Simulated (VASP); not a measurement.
Write the native input for VASP 6.6.1 that does the following.

```yaml
Task: single point
Functional: PBE-based screened hybrid
Potentials_or_basis: VASP PAW PBE potentials, release 64 (F, Li_sv)
Cutoff: 520 eV
k_mesh: 6 × 6 × 6
Occupations: fermi-dirac, width 0.05 eV
Spin: no spin polarisation
Dipole_correction: no
Grid_for_exact_exchange_PRECFOCK: Normal
Share_of_exact_exchange: 0.25
Further_INCAR_settings: ALGO = Normal; EDIFF = 1e-06; NBANDS = 12
Screening_parameter: 0.3 1/Å
```

The system is LiF (Griceite).

```
F Li
1.0
     0.00000    2.01400    2.01400
     2.01400    0.00000    2.01400
     2.01400    2.01400    0.00000
F Li
1 1
Direct
  0.50000 0.50000 0.50000
  0.00000 0.00000 0.00000
```

These files were run (other wordings do the same):

POSCAR

```
LiF
1.0
    0.0000000000      2.0140000000      2.0140000000
    2.0140000000      0.0000000000      2.0140000000
    2.0140000000      2.0140000000      0.0000000000
F Li
1 1
Direct
    0.5000000000      0.5000000000      0.5000000000
    0.0000000000      0.0000000000      0.0000000000
```

INCAR.step1

```
SYSTEM = LiF
PREC = Accurate ; ENCUT = 520
EDIFF = 1E-5 ; ISMEAR = -1
SIGMA = 0.05 ; LREAL = .False.
LASPH = .True. ; NELM = 80
ALGO = Normal ; ISIF = 2
LWAVE = .True. ; NBANDS = 12
GGA = PE
```

INCAR.step2

```
SYSTEM = LiF
PREC = Accurate ; ENCUT = 520
EDIFF = 1E-6 ; ISMEAR = -1
SIGMA = 0.05 ; LREAL = .False.
LASPH = .True. ; NELM = 80
ALGO = Normal ; ISIF = 2
LWAVE = .False. ; LCHARG = .True.
GGA = PE ; LHFCALC = .True.
AEXX = 0.25 ; HFSCREEN = 0.3
PRECFOCK = Normal ; LELF = .True.
LVHAR = .True. ; NBANDS = 12
ISTART = 1
```

KPOINTS

```
Automatic mesh
0
Gamma
  6 6 6
  0 0 0
```

Potentials or basis: VASP PAW PBE potentials, release 64 (F, Li_sv).

Launch:

```console
$ cat potpaw_PBE.64/F/POTCAR potpaw_PBE.64/Li_sv/POTCAR > POTCAR
$ cp INCAR.step1 INCAR
$ mpirun -np 1 vasp_std > vasp.out
$ cp INCAR.step2 INCAR
$ mpirun -np 1 vasp_std > vasp.out
```

Results of the run:

The band gap on the k mesh is 11.10 eV, direct.

Caveat: the k points lie up to 0.45 Å⁻¹ apart.

Wall time 2.1 min on 1 thread of Intel(R) Xeon(R) Platinum 8375C CPU @ 2.90GHz (Ice Lake) (shared host), peak memory 0.23 GiB.
